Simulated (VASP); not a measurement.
# YN (Fm-3m) in VASP: notebook

Aim: see how the results for YN move with the level of theory and the settings. Levels: PBE, r2SCAN. Tasks: single point.

Program: VASP 6.6.1. These are calculated values, not measurements. Logs are shortened: lines on timing, memory, paths and dates and some standing lists are left out, and cuts for length are marked.

## 1. The cell of the first run

Symmetry: Fm-3m, No. 225, cubic system. The conventional cell has a = 5.065 Å, b = 5.065 Å, c = 5.065 Å, α = 90.00°, β = 90.00°, γ = 90.00°. Y (site symmetry m-3m) has 6 N at 2.53 Å within 3.3 Å. N (site symmetry m-3m) has 6 Y at 2.53 Å within 3.3 Å.

## 2. Single point, PBE (16.24 Å³/atom)

INCAR

```
SYSTEM = YN
  ALGO = Normal
  EDIFF = 1E-6
  ENCUT = 600
  GGA = PE
  GGA_COMPAT = .FALSE.
  ISIF = 2
  ISMEAR = 0
  LASPH = .TRUE.
  LCHARG = .TRUE.
  LELF = .TRUE.
  LREAL = .FALSE.
  LVHAR = .TRUE.
  LWAVE = .FALSE.
  NBANDS = 15
  NELM = 120
  PREC = Accurate
  SIGMA = 0.05
```

KPOINTS

```
k-points
0
G
  12 12 12
  0 0 0
```

POSCAR

```
YN
1.0
    0.0000000000      2.5326095470      2.5326095470
    2.5326095470      0.0000000000      2.5326095470
    2.5326095470      2.5326095470      0.0000000000
Y N
1 1
Direct
    0.5000000000      0.5000000000      0.5000000000
    0.0000000000      0.0000000000      0.0000000000
```

Potentials or basis: VASP PAW PBE potentials, release 64 (Y_sv, N).

Command:

```sh
cat potpaw_PBE.64/Y_sv/POTCAR potpaw_PBE.64/N/POTCAR > POTCAR
mpirun -np 1 vasp_std > vasp.out
```

OUTCAR:

```text
SYSTEM = YN
   EDIFF = 1E-6
   ENCUT = 600
   GGA = PE
   ISIF = 2
   ISMEAR = 0
   LASPH = .TRUE.
   LREAL = .FALSE.
   NELM = 120
   PREC = Accurate

 ion  position               nearest neighbor table
   1  0.500  0.500  0.500-   2 2.53   2 2.53   2 2.53   2 2.53   2 2.53   2 2.53
   2  0.000  0.000  0.000-   1 2.53   1 2.53   1 2.53   1 2.53   1 2.53   1 2.53

  LATTYP: Found a face centered cubic cell.
 ALAT       =     5.0652190940

  Lattice vectors:

 A1 = (   0.0000000000,   2.5326095470,   2.5326095470)
 A2 = (   2.5326095470,   0.0000000000,   2.5326095470)
 A3 = (   2.5326095470,   2.5326095470,   0.0000000000)

Analysis of symmetry for initial positions (statically):
=====================================================================
 Subroutine PRICEL returns:
 Original cell was already a primitive cell.

 Routine SETGRP: Setting up the symmetry group for a
 face centered cubic supercell.

 Subroutine GETGRP returns: Found 48 space group operations
 (whereof 48 operations were pure point group operations)
 out of a pool of 48 trial point group operations.

The static configuration has the point symmetry O_h .

Analysis of symmetry for dynamics (positions and initial velocities):
=====================================================================
 Subroutine PRICEL returns:
 Original cell was already a primitive cell.

 Routine SETGRP: Setting up the symmetry group for a
 face centered cubic supercell.

 Subroutine GETGRP returns: Found 48 space group operations
 (whereof 48 operations were pure point group operations)
 out of a pool of 48 trial point group operations.

The dynamic configuration has the point symmetry O_h .

 Subroutine INISYM returns: Found 48 space group operations
 (whereof 48 operations are pure point group operations),
 and found     1 'primitive' translations

----------------------------------------------------------------------------------------

                                     Primitive cell

  volume of cell :      32.4889

  direct lattice vectors                    reciprocal lattice vectors
     0.000000000  2.532609547  2.532609547    -0.197424826  0.197424826  0.197424826
     2.532609547  0.000000000  2.532609547     0.197424826 -0.197424826  0.197424826
     2.532609547  2.532609547  0.000000000     0.197424826  0.197424826 -0.197424826

  length of vectors
     3.581650770  3.581650770  3.581650770     0.341949830  0.341949830  0.341949830

  position of ions in fractional coordinates (direct lattice)
     0.500000000  0.500000000  0.500000000
     0.000000000  0.000000000  0.000000000

  ion indices of the primitive-cell ions
[... 89 lines left out ...]
   EFERMI =   0.00;   METHOD = LEGACY
   ISMEAR =     0;   SIGMA  =   0.05  broadening in eV -4-tet -1-fermi 0-gaus
   EFERMI_NEDOS =   21; number of points for ismear=-14 and -15
   IALGO  =     38    algorithm
   IMIX   =      4    mixing-type and parameters
     AMIX     =   0.40;   BMIX     =  1.00
     AMIX_MAG =   1.60;   BMIX_MAG =  1.00
  volume/ion in A,a.u.               =      16.24       109.62
  Fermi-wavevector in a.u.,A,eV,Ry     =   1.292816  2.443067 22.740399  1.671372
  Thomas-Fermi vector in A             =   2.424500
   LORBIT       =      0    0 simple, 1 ext, 2 COOP (PROOUT), +10 PAW based schemes
   GGA     = PE    functional components
   LHFCALC =     F    Hartree Fock is set to
   AEXX    =    0.0000 exact exchange contribution
   IVDW    =     0    specifies the selected vdW correction
   LEPSILON=     F    determine dielectric tensor
   LRPA    =     F    only Hartree local field effects (RPA)
 non-spin polarized calculation
 Gauss-broadening in eV      SIGMA  =   0.05
  energy-cutoff  :      600.00
  volume of cell :       32.49
 maximum number of plane-waves:      1106
 NGX is ok and might be reduce to    30
   NGX = 15   NGY = 15   NGZ = 15

 number of electron      16.0000000 magnetization

 Free energy of the ion-electron system (eV)
  ---------------------------------------------------
  ext. energy  EPLUGINS =         0.00000000
  ---------------------------------------------------
  free energy    TOTEN  =       -18.10378662 eV

  energy without entropy =      -18.10378662  energy(sigma->0) =      -18.10378662

 E-fermi :   3.7123     XC(G=0): -10.7436

 val. band max:        3.5381181660   @ k =   0.0000   0.0000   0.0000
 cond. band min:       3.8863688622   @ k =   0.5000   0.5000   0.0000
 fundamental gap:      0.3482506962
 Fermi energy:         3.7122625130

 k-point     1 :       0.0000    0.0000    0.0000
  band No.  band energies     occupation
      1     -37.7675      2.00000
      2     -17.4800      2.00000
      3     -17.4800      2.00000
      4     -17.4800      2.00000
      5      -9.1002      2.00000
      6       3.5381      2.00000
      7       3.5381      2.00000
      8       3.5381      2.00000
      9       6.5035      0.00000
     10       6.5035      0.00000
     11       6.5035      0.00000
     12       6.7724      0.00000
     13       8.2302      0.00000
     14       8.2302      0.00000
[... 401 lines left out ...]
      2     -18.1486      2.00000
      3     -17.6662      2.00000
      4     -17.5667      2.00000
      5      -7.9292      2.00000
      6       0.2346      2.00000
      7       1.7201      2.00000
      8       1.7446      2.00000
      9       8.0128      0.00000
     10       8.4229      0.00000
     11       9.1876      0.00000
     12      10.6652      0.00000
     13      12.4609      0.00000
     14      12.7869      0.00000
     15      15.0270      0.00000

 [... further k-points ...]

------------------------ aborting loop because EDIFF is reached ----------------------------------------

  FORCE on cell =-STRESS in cart. coord.  units (eV):
  Direction    XX          YY          ZZ          XY          YZ          ZX
  --------------------------------------------------------------------------------------
  -------------------------------------------------------------------------------------
  Total       -2.5629053     -2.5629053     -2.5629053      0.0000000     -0.0000000     -0.0000000
  in kB     -126.3887538   -126.3887538   -126.3887538      0.0000000     -0.0000000     -0.0000000
  external PRESSURE =    -126.3887538 kB  Pullay stress =       0.0000000 kB

 VOLUME and BASIS-vectors are now :
 -----------------------------------------------------------------------------
  energy-cutoff  :      600.00
  volume of cell :       32.49
      direct lattice vectors                 reciprocal lattice vectors
     0.000000000  2.532609547  2.532609547    -0.197424826  0.197424826  0.197424826
     2.532609547  0.000000000  2.532609547     0.197424826 -0.197424826  0.197424826
     2.532609547  2.532609547  0.000000000     0.197424826  0.197424826 -0.197424826

 POSITION                                       TOTAL-FORCE (eV/Angst)
 -----------------------------------------------------------------------------------
      2.53261      2.53261      2.53261        -0.000000      0.000000     -0.000000
      0.00000      0.00000      0.00000         0.000000     -0.000000      0.000000
 -----------------------------------------------------------------------------------
    total drift:                               -0.000000     -0.000000      0.000000

  FREE ENERGIE OF THE ION-ELECTRON SYSTEM (eV)
  ---------------------------------------------------
  free  energy   TOTEN  =       -18.1037866227 eV

  energy  without entropy=      -18.1037866222  energy(sigma->0) =      -18.10378662
```

OSZICAR:

```text
N       E                     dE             d eps       ncg     rms          rms(c)
DAV:   1     0.525893141289E+02    0.52589E+02   -0.85897E+03  2160   0.117E+03
DAV:   2    -0.179770761018E+02   -0.70566E+02   -0.64436E+02  2975   0.241E+02
DAV:   3    -0.217820228266E+02   -0.38049E+01   -0.37804E+01  3219   0.459E+01
DAV:   4    -0.218691120426E+02   -0.87089E-01   -0.87036E-01  2413   0.588E+00
DAV:   5    -0.218703132480E+02   -0.12012E-02   -0.12012E-02  2778   0.615E-01    0.251E+01
DAV:   6    -0.184690668058E+02    0.34012E+01   -0.95583E+00  2475   0.244E+01    0.284E+01
DAV:   7    -0.181487260223E+02    0.32034E+00   -0.64127E-01  2664   0.685E+00    0.207E+01
DAV:   8    -0.181575697936E+02   -0.88438E-02   -0.40493E-01  2977   0.562E+00    0.109E+01
DAV:   9    -0.181034444157E+02    0.54125E-01   -0.82318E-02  2722   0.280E+00    0.191E+00
DAV:  10    -0.181037722085E+02   -0.32779E-03   -0.74097E-03  2426   0.778E-01    0.541E-01
DAV:  11    -0.181038106376E+02   -0.38429E-04   -0.59988E-04  2984   0.214E-01    0.359E-01
DAV:  12    -0.181037859533E+02    0.24684E-04   -0.60521E-05  2574   0.698E-02    0.654E-02
DAV:  13    -0.181037866227E+02   -0.66935E-06   -0.40704E-06  2531   0.189E-02
   1 F= -.18103787E+02 E0= -.18103787E+02  d E =-.529582E-09
```

Wall time 22 s (1 thread of Intel Xeon 6975P-C (Granite Rapids), shared host); peak memory 0.22 GiB.

What came out:

| Item | Value |
| --- | --- |
| Free energy | -18.1038 eV |
| Pressure | -12.6 GPa |
| Band gap on the k mesh | 0.35 eV (least direct gap 0.80 eV) |

Caveat: the cell stands under tension.

## 3. Single point, r2SCAN

This run uses another cell than the first one, of 14.77 Å³/atom.

POSCAR

```
YN
1.0
    0.0000000000      2.4534130892      2.4534130892
    2.4534130892      0.0000000000      2.4534130892
    2.4534130892      2.4534130892      0.0000000000
Y N
1 1
Direct
    0.5000000000      0.5000000000      0.5000000000
    0.0000000000      0.0000000000      0.0000000000
```

INCAR.step1

```
SYSTEM = YN
PREC = Accurate
ENCUT = 660
ISMEAR = 0
SIGMA = 0.05
LREAL = .FALSE.
LASPH = .TRUE.
NELM = 120
NBANDS = 15
GGA = PE
ALGO = Normal
EDIFF = 1E-5
LWAVE = .TRUE.
LCHARG = .FALSE.
GGA_COMPAT = .FALSE.
```

INCAR.step2

```
SYSTEM = YN
PREC = Accurate
ENCUT = 660
EDIFF = 1E-6
ISMEAR = 0
SIGMA = 0.05
LREAL = .FALSE.
LASPH = .TRUE.
NELM = 120
ALGO = Normal
ISIF = 2
LWAVE = .FALSE.
LCHARG = .FALSE.
METAGGA = R2SCAN
LMIXTAU = .TRUE.
NBANDS = 15
ISTART = 1
GGA_COMPAT = .FALSE.
```

KPOINTS

```
regular mesh
0
G
  12 12 12
  0 0 0
```

Potentials or basis: VASP PAW PBE potentials, release 64 (Y_sv, N).

Command:

```sh
cat potpaw_PBE.64/Y_sv/POTCAR potpaw_PBE.64/N/POTCAR > POTCAR
cp INCAR.step1 INCAR
mpirun -np 1 vasp_std > vasp.out
cp INCAR.step2 INCAR
mpirun -np 1 vasp_std > vasp.out
```

OUTCAR:

```text
SYSTEM = YN
   PREC = Accurate
   ENCUT = 660
   EDIFF = 1E-6
   ISMEAR = 0
   LREAL = .FALSE.
   LASPH = .TRUE.
   NELM = 120
   ISIF = 2
   METAGGA = R2SCAN
   ISTART = 1

 ion  position               nearest neighbor table
   1  0.500  0.500  0.500-   2 2.45   2 2.45   2 2.45   2 2.45   2 2.45   2 2.45
   2  0.000  0.000  0.000-   1 2.45   1 2.45   1 2.45   1 2.45   1 2.45   1 2.45

  LATTYP: Found a face centered cubic cell.
 ALAT       =     4.9068261784

  Lattice vectors:

 A1 = (   0.0000000000,   2.4534130892,   2.4534130892)
 A2 = (   2.4534130892,   0.0000000000,   2.4534130892)
 A3 = (   2.4534130892,   2.4534130892,   0.0000000000)

Analysis of symmetry for initial positions (statically):
=====================================================================
 Subroutine PRICEL returns:
 Original cell was already a primitive cell.

 Routine SETGRP: Setting up the symmetry group for a
 face centered cubic supercell.

 Subroutine GETGRP returns: Found 48 space group operations
 (whereof 48 operations were pure point group operations)
 out of a pool of 48 trial point group operations.

The static configuration has the point symmetry O_h .

Analysis of symmetry for dynamics (positions and initial velocities):
=====================================================================
 Subroutine PRICEL returns:
 Original cell was already a primitive cell.

 Routine SETGRP: Setting up the symmetry group for a
 face centered cubic supercell.

 Subroutine GETGRP returns: Found 48 space group operations
 (whereof 48 operations were pure point group operations)
 out of a pool of 48 trial point group operations.

The dynamic configuration has the point symmetry O_h .

 Subroutine INISYM returns: Found 48 space group operations
 (whereof 48 operations are pure point group operations),
 and found     1 'primitive' translations

----------------------------------------------------------------------------------------

                                     Primitive cell
[... 121 lines left out ...]
   LRPA    =     F    only Hartree local field effects (RPA)
 non-spin polarized calculation
 Gauss-broadening in eV      SIGMA  =   0.05
  energy-cutoff  :      660.00
  volume of cell :       29.54
 maximum number of plane-waves:      1158
 NGX is ok and might be reduce to    30
   NGX = 15   NGY = 15   NGZ = 15

 number of electron      16.0000001 magnetization

 Free energy of the ion-electron system (eV)
  ---------------------------------------------------
  ext. energy  EPLUGINS =         0.00000000
  ---------------------------------------------------
  free energy    TOTEN  =       -33.44197269 eV

  energy without entropy =      -33.44197269  energy(sigma->0) =      -33.44197269

 E-fermi :   4.1586     XC(G=0): -11.8215

 val. band max:        3.9543897030   @ k =   0.0000   0.0000   0.0000
 cond. band min:       4.5627303506   @ k =   0.5000   0.5000   0.0000
 fundamental gap:      0.6083406477
 Fermi energy:         4.1586031664

 k-point     1 :       0.0000    0.0000    0.0000
  band No.  band energies     occupation
      1     -38.2638      2.00000
      2     -17.2562      2.00000
      3     -17.2562      2.00000
      4     -17.2562      2.00000
      5      -9.6780      2.00000
      6       3.9544      2.00000
      7       3.9544      2.00000
      8       3.9544      2.00000
      9       7.5183      0.00000
     10       7.5183      0.00000
     11       7.5183      0.00000
     12       8.7275      0.00000
     13       9.5129      0.00000
     14       9.5130      0.00000
[... 401 lines left out ...]
      2     -18.2449      2.00000
      3     -17.5126      2.00000
      4     -17.3684      2.00000
      5      -8.2426      2.00000
      6       0.4597      2.00000
      7       1.8880      2.00000
      8       2.0083      2.00000
      9       9.3175      0.00000
     10       9.7975      0.00000
     11      10.6356      0.00000
     12      12.5335      0.00000
     13      14.5288      0.00000
     14      14.7614      0.00000
     15      17.6149      0.00000

 [... further k-points ...]

------------------------ aborting loop because EDIFF is reached ----------------------------------------

  FORCE on cell =-STRESS in cart. coord.  units (eV):
  Direction    XX          YY          ZZ          XY          YZ          ZX
  --------------------------------------------------------------------------------------
  -------------------------------------------------------------------------------------
  Total       -0.1750501     -0.1750501     -0.1750501      0.0000000      0.0000000      0.0000000
  in kB       -9.4957840     -9.4957840     -9.4957840      0.0000000      0.0000000      0.0000000
  external PRESSURE =      -9.4957840 kB  Pullay stress =       0.0000000 kB

 VOLUME and BASIS-vectors are now :
 -----------------------------------------------------------------------------
  energy-cutoff  :      660.00
  volume of cell :       29.54
      direct lattice vectors                 reciprocal lattice vectors
     0.000000000  2.453413089  2.453413089    -0.203797723  0.203797723  0.203797723
     2.453413089  0.000000000  2.453413089     0.203797723 -0.203797723  0.203797723
     2.453413089  2.453413089  0.000000000     0.203797723  0.203797723 -0.203797723

 POSITION                                       TOTAL-FORCE (eV/Angst)
 -----------------------------------------------------------------------------------
      2.45341      2.45341      2.45341         0.000000      0.000000      0.000000
      0.00000      0.00000      0.00000        -0.000000     -0.000000     -0.000000
 -----------------------------------------------------------------------------------
    total drift:                               -0.000000     -0.000000      0.000000

  FREE ENERGIE OF THE ION-ELECTRON SYSTEM (eV)
  ---------------------------------------------------
  free  energy   TOTEN  =       -33.4419726869 eV

  energy  without entropy=      -33.4419726869  energy(sigma->0) =      -33.44197269
```

OUTCAR.step1:

```text
SYSTEM = YN
   PREC = Accurate
   ENCUT = 660
   ISMEAR = 0
   LREAL = .FALSE.
   LASPH = .TRUE.
[... 654 lines left out ...]
      2.45341      2.45341      2.45341         0.000000     -0.000000     -0.000000
      0.00000      0.00000      0.00000         0.000000      0.000000      0.000000
 -----------------------------------------------------------------------------------
    total drift:                               -0.000000     -0.000000      0.000000

  FREE ENERGIE OF THE ION-ELECTRON SYSTEM (eV)
  ---------------------------------------------------
  free  energy   TOTEN  =       -18.2328757166 eV

  energy  without entropy=      -18.2328745470  energy(sigma->0) =      -18.23287513
```

It took 1.8 min on 1 thread of Intel Xeon 6975P-C (Granite Rapids), shared host; peak memory 0.22 GiB.

What came out:

| Property | Result |
| --- | --- |
| Free energy | -33.4420 eV |
| Pressure | -0.9 GPa |
| Band gap on the k mesh | 0.61 eV (least direct gap 1.02 eV) |

Levels at points of the mesh, in eV from the valence-band top:
| k point | band 4 | band 5 | band 6 | band 7 | band 8 | band 9 | band 10 | band 11 | band 12 | band 13 |
| --- | --- | --- | --- | --- | --- | --- | --- | --- | --- | --- |
| (0.00, 0.00, 0.00) | -21.21 | -13.63 | 0.00 | 0.00 | 0.00 | 3.56 | 3.56 | 3.56 | 4.77 | 5.56 |
| (0.50, 0.00, 0.00) | -21.29 | -11.92 | -4.02 | -2.26 | -2.26 | 6.20 | 6.83 | 6.83 | 7.27 | 10.72 |
| (0.50, 0.50, 0.00) | -21.52 | -13.25 | -1.55 | -0.41 | -0.41 | 0.61 | 7.27 | 7.68 | 8.32 | 8.32 |

Caveat: the PAW data sets were made with another functional, which shifts forces and pressure a little.
